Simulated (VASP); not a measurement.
The system is C.

```
CELL_PARAMETERS angstrom
0.00000 1.80826 1.60284
1.80826 0.00000 1.60284
1.80826 1.80826 0.00000
ATOMIC_POSITIONS crystal
C 0.50000 0.50000 0.50000
C 0.75000 0.75000 0.75000
```

This cell differs from its parent crystal: volume 5.241 Å^3 an atom, c/a of the conventional cell 0.8864.

Base run:

- Program: VASP 6.6.1
- Functional: LDA
- Potentials or basis: VASP PAW LDA potentials, release 64 (C)
- Cutoff: 520 eV
- k mesh: 12 × 12 × 12
- Occupations: gaussian, width 0.05 eV
- Spin: no spin polarisation

Its results: band gap on the k mesh 1.24 eV, indirect (least direct gap 3.79 eV); pressure 27.1 GPa.

**Question.** The run is repeated on the same cell with these changes: potentials or basis from VASP PAW LDA potentials, release 64 (C) to VASP PAW LDA potentials, release 64 (C_h); cutoff from 520 eV to 910 eV. What comes out?

**Answer.** Band gap on the k mesh 1.24 eV, indirect (least direct gap 3.79 eV); pressure 26.0 GPa.

Caveats: the cutoff is under 1.25 times the usual one of these potentials, so pressure, stress and relaxed cells hold a basis-set (Pulay) error (some runs).

A k mesh can miss the band edges.
